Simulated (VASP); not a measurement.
Input of a VASP 6.6.1 run:

INCAR

```
SYSTEM = Cr3N
PREC = Accurate
ENCUT = 520
EDIFF = 1E-7
ISMEAR = 0
SIGMA = 0.1
LREAL = .False.
LASPH = .True.
NELM = 150
ALGO = Normal
ISIF = 2
LWAVE = .False.
LCHARG = .True.
ISPIN = 2
MAGMOM = -3 3 3 0
LORBIT = 11
LMAXMIX = 4
GGA = PE
LELF = .True.
LVHAR = .True.
NBANDS = 32
```

File KPOINTS:

```
Automatic mesh
0
Gamma
  6 6 6
  0 0 0
```

File POSCAR:

```
Cr3N
1.0
    3.4033395066      0.0000000000      0.0000000000
    0.0000000000      4.2345488674      0.0000000000
    0.0000000000      0.0000000000      2.8170135907
Cr N
3 1
Direct
    0.0000000000      0.5000000000      0.5000000000
    0.5000000000      0.0000000000      0.5000000000
    0.5000000000      0.5000000000      0.0000000000
    0.0000000000      0.0000000000      0.0000000000
```

Potentials or basis: VASP PAW PBE potentials, release 64 (Cr_pv, N).

Command:

```bash
$ cat potpaw_PBE.64/Cr_pv/POTCAR potpaw_PBE.64/N/POTCAR > POTCAR
$ mpirun -np 1 vasp_std > vasp.out
```

(1) Estimate the net moment.

(2) Estimate the pressure.

(3) What does it give for the site moments?

## Answers

(1) -0.07 μB per cell.

(2) -1.1 GPa.

(3) Cr -0.22, +0.05, +0.09; N +0.00 μB.

Caveat: the k points lie up to 0.37 Å⁻¹ apart.
